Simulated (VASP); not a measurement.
# TiO2 (P4_2/mnm) in VASP: single point with PBEsol

Aim: the single point of TiO2 with PBEsol.

Everything below comes from runs of VASP 6.6.1. Logs are shortened: lines on timing, memory, paths and dates and some standing lists are left out, and cuts for length are marked.

## 1. The cell of the first run

The structure is tetragonal, space group P4_2/mnm (No. 136). The conventional cell has a = 4.591 Å, b = 4.591 Å, c = 2.939 Å, α = 90.00°, β = 90.00°, γ = 90.00°. Ti (site symmetry mmm) has 6 O at 1.94 to 1.98 Å within 2.6 Å. O (site symmetry m2m) has 3 Ti at 1.94 to 1.98 Å and 1 O at 2.54 Å within 2.6 Å.

## 2. Single point, PBEsol

INCAR reads:

```
SYSTEM = TiO2
PREC = Accurate ; ENCUT = 520
EDIFF = 1E-7 ; ISMEAR = -1
SIGMA = 0.05 ; LREAL = Auto
LASPH = .TRUE. ; NELM = 80
ALGO = Normal ; ISIF = 2
LWAVE = .FALSE. ; LCHARG = .FALSE.
GGA = PS ; NBANDS = 222
ISYM = 0
```

KPOINTS reads:

```
Automatic mesh
0
Gamma
  1 1 1
  0.25 0.25 0.25
```

POSCAR reads:

```
TiO2
1.0
    9.1828280000      0.0000000000      0.0000000000
    0.0000000000      9.1828280000      0.0000000000
    0.0000000000      0.0000000000      5.8777420000
Ti O
16 32
Direct
    0.0000000000      0.0000000000      0.0000000000
    0.0000000000      0.0000000000      0.5000000000
    0.0000000000      0.5000000000      0.0000000000
    0.0000000000      0.5000000000      0.5000000000
    0.5000000000      0.0000000000      0.0000000000
    0.5000000000      0.0000000000      0.5000000000
    0.5000000000      0.5000000000      0.0000000000
    0.5000000000      0.5000000000      0.5000000000
    0.2500000000      0.2500000000      0.2500000000
    0.2500000000      0.2500000000      0.7500000000
    0.2500000000      0.7500000000      0.2500000000
    0.2500000000      0.7500000000      0.7500000000
    0.7500000000      0.2500000000      0.2500000000
    0.7500000000      0.2500000000      0.7500000000
    0.7500000000      0.7500000000      0.2500000000
    0.7500000000      0.7500000000      0.7500000000
    0.1522280000      0.1522280000      0.0000000000
    0.1522280000      0.1522280000      0.5000000000
    0.1522280000      0.6522280000      0.0000000000
    0.1522280000      0.6522280000      0.5000000000
    0.6522280000      0.1522280000      0.0000000000
    0.6522280000      0.1522280000      0.5000000000
    0.6522280000      0.6522280000      0.0000000000
    0.6522280000      0.6522280000      0.5000000000
    0.3477720000      0.3477720000      0.0000000000
    0.3477720000      0.3477720000      0.5000000000
    0.3477720000      0.8477720000      0.0000000000
    0.3477720000      0.8477720000      0.5000000000
    0.8477720000      0.3477720000      0.0000000000
    0.8477720000      0.3477720000      0.5000000000
    0.8477720000      0.8477720000      0.0000000000
    0.8477720000      0.8477720000      0.5000000000
    0.0977720000      0.4022280000      0.2500000000
    0.0977720000      0.4022280000      0.7500000000
    0.0977720000      0.9022280000      0.2500000000
    0.0977720000      0.9022280000      0.7500000000
    0.5977720000      0.4022280000      0.2500000000
    0.5977720000      0.4022280000      0.7500000000
    0.5977720000      0.9022280000      0.2500000000
    0.5977720000      0.9022280000      0.7500000000
    0.4022280000      0.0977720000      0.2500000000
    0.4022280000      0.0977720000      0.7500000000
    0.4022280000      0.5977720000      0.2500000000
    0.4022280000      0.5977720000      0.7500000000
    0.9022280000      0.0977720000      0.2500000000
    0.9022280000      0.0977720000      0.7500000000
    0.9022280000      0.5977720000      0.2500000000
    0.9022280000      0.5977720000      0.7500000000
```

Potentials or basis: VASP PAW PBE potentials, release 64 (Ti_sv, O).

The run is started by

```
$ cat potpaw_PBE.64/Ti_sv/POTCAR potpaw_PBE.64/O/POTCAR > POTCAR
$ mpirun -np 1 vasp_std > vasp.out
```

OUTCAR:

```text
SYSTEM = TiO2
   PREC = Accurate
   ENCUT = 520
   EDIFF = 1E-7
   ISMEAR = -1
   LREAL = Auto
   LASPH = .TRUE.
   NELM = 80
   ISIF = 2
   GGA = PS
   ISYM = 0

 ion  position               nearest neighbor table
   1  0.000  0.000  0.000-  35 1.94  36 1.94  45 1.94  46 1.94  17 1.98  31 1.98
   2  0.000  0.000  0.500-  35 1.94  36 1.94  45 1.94  46 1.94  18 1.98  32 1.98
   3  0.000  0.500  0.000-  33 1.94  34 1.94  47 1.94  48 1.94  19 1.98  29 1.98
   4  0.000  0.500  0.500-  33 1.94  34 1.94  47 1.94  48 1.94  20 1.98  30 1.98
   5  0.500  0.000  0.000-  39 1.94  40 1.94  41 1.94  42 1.94  21 1.98  27 1.98
   6  0.500  0.000  0.500-  39 1.94  40 1.94  41 1.94  42 1.94  22 1.98  28 1.98
[... 8 lines left out ...]
  15  0.750  0.750  0.250-  23 1.94  24 1.94  31 1.94  32 1.94  39 1.98  47 1.98
  16  0.750  0.750  0.750-  23 1.94  24 1.94  31 1.94  32 1.94  40 1.98  48 1.98
  17  0.152  0.152  0.000-   9 1.94  10 1.94   1 1.98
  18  0.152  0.152  0.500-   9 1.94  10 1.94   2 1.98
  19  0.152  0.652  0.000-  11 1.94  12 1.94   3 1.98
  20  0.152  0.652  0.500-  11 1.94  12 1.94   4 1.98
  21  0.652  0.152  0.000-  13 1.94  14 1.94   5 1.98
  22  0.652  0.152  0.500-  13 1.94  14 1.94   6 1.98
[... 24 lines left out ...]
  47  0.902  0.598  0.250-   3 1.94   4 1.94  15 1.98
  48  0.902  0.598  0.750-   3 1.94   4 1.94  16 1.98

IMPORTANT INFORMATION: All symmetrisations will be switched off!
NOSYMM: (Re-)initialisation of all symmetry stuff for point group C_1.

----------------------------------------------------------------------------------------

                                     Primitive cell

  volume of cell :     495.6367

  direct lattice vectors                    reciprocal lattice vectors
     9.182828000  0.000000000  0.000000000     0.108898914  0.000000000  0.000000000
     0.000000000  9.182828000  0.000000000     0.000000000  0.108898914  0.000000000
     0.000000000  0.000000000  5.877742000     0.000000000  0.000000000  0.170133361

  length of vectors
     9.182828000  9.182828000  5.877742000     0.108898914  0.108898914  0.170133361

  position of ions in fractional coordinates (direct lattice)
     0.000000000  0.000000000  0.000000000
     0.000000000  0.000000000  0.500000000
     0.000000000  0.500000000  0.000000000
     0.000000000  0.500000000  0.500000000
     0.500000000  0.000000000  0.000000000
     0.500000000  0.000000000  0.500000000
[... 40 lines left out ...]
     0.902228000  0.597772000  0.250000000
     0.902228000  0.597772000  0.750000000

  ion indices of the primitive-cell ions
   primitive index   ion index
                 1           1
                 2           2
                 3           3
                 4           4
                 5           5
                 6           6
[... 40 lines left out ...]
                47          47
                48          48

----------------------------------------------------------------------------------------

 KPOINTS: Automatic mesh

Automatic generation of k-mesh.
 Grid dimensions read from file:
 generate k-points for:    1    1    1

 Generating k-lattice:

  Cartesian coordinates                     Fractional coordinates (reciprocal lattice)
     0.108898914  0.000000000  0.000000000     1.000000000  0.000000000  0.000000000
     0.000000000  0.108898914  0.000000000     0.000000000  1.000000000  0.000000000
     0.000000000  0.000000000  0.170133361     0.000000000  0.000000000  1.000000000

  Length of vectors
     0.108898914  0.108898914  0.170133361

  Shift w.r.t. Gamma in fractional coordinates (k-lattice)
     0.250000000  0.250000000  0.250000000

 Subroutine IBZKPT returns following result:
 ===========================================

 Found      4 irreducible k-points:

 Following reciprocal coordinates:
            Coordinates               Weight
  0.250000  0.250000  0.250000      2.000000
 -0.250000  0.250000  0.250000      2.000000
 -0.250000 -0.250000  0.250000      2.000000
  0.250000 -0.250000  0.250000      2.000000
   k-points           NKPTS =      4   k-points in BZ     NKDIM =      4   number of bands    NBANDS=    222
   number of dos      NEDOS =    301   number of ions     NIONS =     48
   total plane-waves  NPLWV = 235200
   dimension x,y,z NGX =    70 NGY =   70 NGZ =   48
   dimension x,y,z NGXF=   140 NGYF=  140 NGZF=   96
   ions per type =              16  32
   NGX,Y,Z   is equivalent  to a cutoff of  12.67, 12.67, 13.58 a.u.
   NGXF,Y,Z  is equivalent  to a cutoff of  25.35, 25.35, 27.15 a.u.
 SYSTEM =  TiO2
   PREC   = accura    normal or accurate (medium, high low for compatibility)
   ISTART =      0    job   : 0-new  1-cont  2-samecut
   ICHARG =      2    charge: 1-file 2-atom 10-const
   ISPIN  =      1    spin polarized calculation?
   LNONCOLLINEAR =      F non collinear calculations
   LSORBIT =      F    spin-orbit coupling
   LASPH  =      T    aspherical Exc in radial PAW
   ENCUT  =  520.0 eV  38.22 Ry    6.18 a.u.  17.07 17.07 10.93*2*pi/ulx,y,z
   NELM   =     80;   NELMIN=  2; NELMDL= -5     # of ELM steps
   EDIFF  = 0.1E-06   stopping-criterion for ELM
   LREAL  =      T    real-space projection
   EDIFFG = 0.1E-05   stopping-criterion for IOM
   NSW    =      0    number of steps for IOM
   IBRION =     -1    ionic relax: 0-MD 1-quasi-New 2-CG
   NFREE  =      0    steps in history (QN), initial steepest desc. (CG)
   ISIF   =      2    stress and relaxation
   ISYM   =      0    0-nonsym 1-usesym 2-fastsym
   POTIM  = 0.5000    time-step for ionic-motion
   TEBEG  =    0.0;   TEEND  =   0.0 temperature during run
   PSTRESS=    0.0 pullay stress
   NELECT =     384.0000    total number of electrons
   NUPDOWN=      -1.0000    fix difference up-down
   EMIN   =  10.00;   EMAX   =-10.00  energy-range for DOS
   EFERMI =   0.00;   METHOD = LEGACY
   ISMEAR =    -1;   SIGMA  =   0.05  broadening in eV -4-tet -1-fermi 0-gaus
   EFERMI_NEDOS =   21; number of points for ismear=-14 and -15
   IALGO  =     38    algorithm
   IMIX   =      4    mixing-type and parameters
     AMIX     =   0.40;   BMIX     =  1.00
     AMIX_MAG =   1.60;   BMIX_MAG =  1.00
  volume/ion in A,a.u.               =      10.33        69.68
  Fermi-wavevector in a.u.,A,eV,Ry     =   1.503595  2.841382 30.760008  2.260797
  Thomas-Fermi vector in A             =   2.614684
   LORBIT       =      0    0 simple, 1 ext, 2 COOP (PROOUT), +10 PAW based schemes
   GGA     = PS    functional components
   LHFCALC =     F    Hartree Fock is set to
   AEXX    =    0.0000 exact exchange contribution
   IVDW    =     0    specifies the selected vdW correction
   LEPSILON=     F    determine dielectric tensor
   LRPA    =     F    only Hartree local field effects (RPA)
 non-spin polarized calculation
  energy-cutoff  :      520.00
  volume of cell :      495.64
 maximum number of plane-waves:     13359
 NGX is ok and might be reduce to    70
   NGX = 35   NGY = 35   NGZ = 21

 number of electron     383.9999892 magnetization

 Free energy of the ion-electron system (eV)
  ---------------------------------------------------
  ext. energy  EPLUGINS =         0.00000000
  ---------------------------------------------------
  free energy    TOTEN  =      -448.92433650 eV

  energy without entropy =     -448.92433650  energy(sigma->0) =     -448.92433650

 E-fermi :   5.6783     XC(G=0): -11.7428

 val. band max:        4.5714018784   @ k =   0.2500   0.2500   0.2500
 cond. band min:       6.8264433438   @ k =  -0.2500   0.2500   0.2500
 fundamental gap:      2.2550414654
 Fermi energy:         5.6782528136

 k-point     1 :       0.2500    0.2500    0.2500
  band No.  band energies     occupation
      1     -51.8096      2.00000
      2     -51.8053      2.00000
      3     -51.8053      2.00000
      4     -51.8035      2.00000
      5     -51.8011      2.00000
      6     -51.7993      2.00000
[... 196 lines left out ...]
    203       7.3291      0.00000
    204       7.3291      0.00000

 k-point     2 :      -0.2500    0.2500    0.2500
  band No.  band energies     occupation
      1     -51.8096      2.00000
      2     -51.8053      2.00000
      3     -51.8053      2.00000
      4     -51.8035      2.00000
      5     -51.8011      2.00000
      6     -51.7993      2.00000
[... 196 lines left out ...]
    203       7.3291      0.00000
    204       7.3291      0.00000

 k-point     3 :      -0.2500   -0.2500    0.2500
  band No.  band energies     occupation
      1     -51.8096      2.00000
      2     -51.8053      2.00000
      3     -51.8053      2.00000
      4     -51.8035      2.00000
      5     -51.8011      2.00000
      6     -51.7993      2.00000
[... 196 lines left out ...]
    203       7.3291      0.00000
    204       7.3291      0.00000

 k-point     4 :       0.2500   -0.2500    0.2500
  band No.  band energies     occupation
      1     -51.8096      2.00000
      2     -51.8053      2.00000
      3     -51.8053      2.00000
      4     -51.8035      2.00000
      5     -51.8011      2.00000
      6     -51.7993      2.00000
[... 196 lines left out ...]
    203       7.3291      0.00000
    204       7.3291      0.00000
 [bands above 204 left out]

------------------------ aborting loop because EDIFF is reached ----------------------------------------

  FORCE on cell =-STRESS in cart. coord.  units (eV):
  Direction    XX          YY          ZZ          XY          YZ          ZX
  --------------------------------------------------------------------------------------
  -------------------------------------------------------------------------------------
  Total        1.9013757      1.9013770      1.3028055     -0.0492272      0.0000081     -0.0000105
  in kB        6.1463192      6.1463233      4.2114026     -0.1591301      0.0000262     -0.0000339
  external PRESSURE =       5.5013484 kB  Pullay stress =       0.0000000 kB

 VOLUME and BASIS-vectors are now :
 -----------------------------------------------------------------------------
  energy-cutoff  :      520.00
  volume of cell :      495.64
      direct lattice vectors                 reciprocal lattice vectors
     9.182828000  0.000000000  0.000000000     0.108898914  0.000000000  0.000000000
     0.000000000  9.182828000  0.000000000     0.000000000  0.108898914  0.000000000
     0.000000000  0.000000000  5.877742000     0.000000000  0.000000000  0.170133361

 POSITION                                       TOTAL-FORCE (eV/Angst)
 -----------------------------------------------------------------------------------
      0.00000      0.00000      0.00000         0.000011      0.000045     -0.000033
      0.00000      0.00000      2.93887        -0.000009      0.000032      0.000035
      0.00000      4.59141      0.00000         0.000031     -0.000008     -0.000020
      0.00000      4.59141      2.93887         0.000001     -0.000043      0.000017
      4.59141      0.00000      0.00000        -0.000011     -0.000031     -0.000042
      4.59141      0.00000      2.93887         0.000008     -0.000013      0.000041
[... 40 lines left out ...]
      8.28500      5.48924      1.46944        -0.014835      0.014834      0.000006
      8.28500      5.48924      4.40831        -0.014831      0.014830     -0.000008
 -----------------------------------------------------------------------------------
    total drift:                               -0.000048     -0.000030     -0.000004

  FREE ENERGIE OF THE ION-ELECTRON SYSTEM (eV)
  ---------------------------------------------------
  free  energy   TOTEN  =      -448.9243365028 eV

  energy  without entropy=     -448.9243365017  energy(sigma->0) =     -448.92433650
```

Wall time 40 min (1 thread of Intel Xeon 8259CL, shared host); peak memory 0.68 GiB.

What came out:

```yaml
Free_energy: -448.9243 eV
Pressure: 0.6 GPa
Largest_force: 0.021 eV/Å
Band_gap_on_the_k_mesh: 2.25 eV
```

Forces on the atoms (eV/Å):
```
Ti   0.000  0.000  0.000
Ti   0.000  0.000  0.000
Ti   0.000  0.000  0.000
Ti   0.000  0.000  0.000
Ti   0.000  0.000  0.000
Ti   0.000  0.000  0.000
Ti   0.000  0.000  0.000
Ti   0.000  0.000  0.000
Ti   0.000  0.000  0.000
Ti   0.000  0.000  0.000
Ti   0.000  0.000  0.000
Ti   0.000  0.000  0.000
Ti   0.000  0.000  0.000
Ti   0.000  0.000  0.000
Ti   0.000  0.000  0.000
Ti   0.000  0.000  0.000
O   -0.013 -0.013  0.000
O   -0.013 -0.013  0.000
O   -0.013 -0.013  0.000
O   -0.013 -0.013  0.000
O   -0.013 -0.013  0.000
O   -0.013 -0.013  0.000
O   -0.013 -0.013  0.000
O   -0.013 -0.013  0.000
O    0.013  0.013  0.000
O    0.013  0.013  0.000
O    0.013  0.013  0.000
O    0.013  0.013  0.000
O    0.013  0.013  0.000
O    0.013  0.013  0.000
O    0.013  0.013  0.000
O    0.013  0.013  0.000
O    0.015 -0.015  0.000
O    0.015 -0.015  0.000
O    0.015 -0.015  0.000
O    0.015 -0.015  0.000
O    0.015 -0.015  0.000
O    0.015 -0.015  0.000
O    0.015 -0.015  0.000
O    0.015 -0.015  0.000
O   -0.015  0.015  0.000
O   -0.015  0.015  0.000
O   -0.015  0.015  0.000
O   -0.015  0.015  0.000
O   -0.015  0.015  0.000
O   -0.015  0.015  0.000
O   -0.015  0.015  0.000
O   -0.015  0.015  0.000
```

Stress tensor (GPa, compression positive):
```
 0.61 -0.02  0.00
-0.02  0.61  0.00
 0.00  0.00  0.42
```

Caveat: the PAW data sets were made with another functional, which shifts forces and pressure a little; a shifted mesh leaves out Γ, where band edges can lie. A k mesh can miss the band edges.
